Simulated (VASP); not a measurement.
# MgO (e600): single point with PBEsol

The system is MgO (e600).

```
CELL_PARAMETERS angstrom
0.00000 2.10756 2.10756
2.10756 0.00000 2.10756
2.10756 2.10756 0.00000
ATOMIC_POSITIONS crystal
Mg 0.00000 0.00000 0.00000
O 0.50000 0.50000 0.50000
```

| Item | Value |
| --- | --- |
| Program | VASP 6.6.1 |
| Task | single point |
| Functional | PBEsol |
| Potentials or basis | VASP PAW PBE potentials, release 64 (Mg, O) |
| Cutoff | 600 eV |
| k mesh | 8 × 8 × 8 |
| Occupations | gaussian, width 0.02 eV |
| Spin | no spin polarisation |

```json
{
  "Pressure": "-0.8 GPa",
  "Band gap on the k mesh": "4.61 eV, direct"
}
```

Levels at points of the mesh, in eV from the valence-band top:
| k point | band 2 | band 3 | band 4 | band 5 | band 6 | band 7 |
| --- | --- | --- | --- | --- | --- | --- |
| (0.00, 0.00, 0.00) | 0.00 | 0.00 | 0.00 | 4.61 | 15.62 | 15.62 |
| (0.50, 0.00, 0.00) | -4.67 | -0.66 | -0.66 | 7.73 | 12.48 | 16.16 |
| (0.50, 0.50, 0.00) | -4.14 | -1.36 | -1.36 | 8.92 | 9.86 | 12.95 |

Run time: 7.4 s on 1 thread of Intel(R) Xeon(R) Platinum 8488C (Sapphire Rapids) (shared host), peak memory 0.14 GiB.

Caveat: the PAW data sets were made with another functional, which shifts forces and pressure a little. A hybrid or GW would open this gap; PBEsol tends to underestimate it.
